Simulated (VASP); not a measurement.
A run of VASP 6.6.1 is set up as follows.

Contents of INCAR:

```
PREC = Accurate
ENCUT = 520
EDIFF = 1E-6
ISMEAR = 0
SIGMA = 0.01
LREAL = F
LASPH = T
NELM = 100
ALGO = Normal
ISIF = 2
LWAVE = F
LCHARG = T
GGA = PE
LELF = T
LVHAR = T
NBANDS = 27
```

File KPOINTS:

```
regular mesh
0
Gamma
  6 6 6
```

The input POSCAR:

```
BaHfO3
1.0
    4.2060873387      0.0000000000      0.0000000000
    0.0000000000      4.2060873387      0.0000000000
    0.0000000000      0.0000000000      4.2060561274
Ba Hf O
1 1 3
Direct
    0.5000000000      0.5000000000      0.9979827920
    0.0000000000      0.0000000000      0.4979955859
    0.0000000000      0.5000000000      0.4980187434
    0.5000000000      0.0000000000      0.4980187434
    0.0000000000      0.0000000000      0.9980051353
```

Potentials or basis: VASP PAW PBE potentials, release 64 (Ba_sv, Hf_pv, O).

Command:

```bash
$ cat potpaw_PBE.64/Ba_sv/POTCAR potpaw_PBE.64/Hf_pv/POTCAR potpaw_PBE.64/O/POTCAR > POTCAR
$ mpirun -np 1 vasp_std > vasp.out
```

(1) What does it give for the pressure?

(2) Predict the band gap on the k mesh.

Answers

(1) -0.6 GPa.

(2) 3.54 eV, indirect (least direct gap 3.78 eV).

Caveat: spin-orbit coupling is left out, which moves the levels of the heavy elements.
